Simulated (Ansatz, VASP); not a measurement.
# One calculation of Gd, two programs

INCAR

```
ALGO     = Normal         # electronic algorithm
EDIFF    = 1E-6           # SCF threshold, eV
ENCUT    = 520            # plane-wave cutoff, eV
GGA      = RP             # functional
ISIF     = 2              # what is computed and relaxed
ISMEAR   = -1             # smearing method
ISPIN    = 2              # spin polarisation
LASPH    = T              # aspherical terms in the spheres
LCHARG   = T              # write CHGCAR
LELF     = T              # ELF
LMAXMIX  = 6              # l up to which the mixer works
LORBIT   = 11             # projections on sites
LREAL    = F              # projectors in reciprocal space
LVHAR    = T            
LWAVE    = F              # write WAVECAR
MAGMOM   = 7.287 -7.287   # initial moments
NBANDS   = 29             # bands
NELM     = 150            # most SCF steps
PREC     = Accurate       # precision mode
SIGMA    = 0.05           # smearing width, eV
```

Contents of KPOINTS:

```
k-points
0
Gamma
  13 13 7
```

Contents of POSCAR:

```
Gd
1.0
    3.7757608494      0.0000000000      0.0000000000
   -1.8878804247      3.2699048142      0.0000000000
    0.0000000000      0.0000000000      6.0799261473
Gd
2
Direct
    0.3333333333      0.6666666667      0.2500000000
    0.6666666667      0.3333333333      0.7500000000
```

Input for Ansatz:

```yaml
crystal:
  lattice:
    - [3.7757608494, 0.0, 0.0]
    - [-1.8878804247, 3.2699048142, 0.0]
    - [0.0, 0.0, 6.0799261473]
  atoms:
    - { symbol: Gd, position: [0.3333333333, 0.6666666667, 0.25], spin: 7.287 }
    - { symbol: Gd, position: [0.6666666667, 0.3333333333, 0.75], spin: -7.287 }
hamiltonian:
  xc: rpbe
  pseudopotentials:
    kind: paw
    azcp:
      Gd: "pseudopotentials/Gd.paw.azcp"
basis:
  ecutwfc: 420
  fft_grid_basis: typed
kpoints:
  mp_grid: { grid: [13, 13, 7], shift: [0, 0, 0] }
magnetization:
  spin_polarized: true
scf:
  occupations: { method: fermi_dirac, width: 0.05 }
output:
  stress: true
```

Alike in both runs: task single point; functional RPBE; k mesh 13 × 13 × 7; occupations fermi-dirac, width 0.05 eV; collinear spin.

|  | VASP | Ansatz |
| --- | --- | --- |
| version | VASP 6.6.1 | Ansatz 0.2.0 |
| potentials or method | VASP PAW PBE potentials, release 64 (Gd), cutoff 520 eV | plane waves (420 eV) with PAW, scalar-relativistic |
| valence electrons in the cell | 36 | 36 |

VASP gave:

* pressure (GPa): -2.0
* traceless stress, the component that is largest in VASP (GPa): 0.09
* net moment per atom (μB): 0.00
* size of the moment on the site where the two differ most (μB): 6.93

**Question.** Which values does Ansatz return?

**Answer.** Pressure (GPa): -2.0; traceless stress, the component that is largest in VASP (GPa): 0.11; net moment per atom (μB): 0.00; size of the moment on the site where the two differ most (μB): 7.30.

VASP's potentials were made for PBE, not for RPBE. Site moments also hang on the region over which each program counts them.

Neither program's run includes spin-orbit coupling.
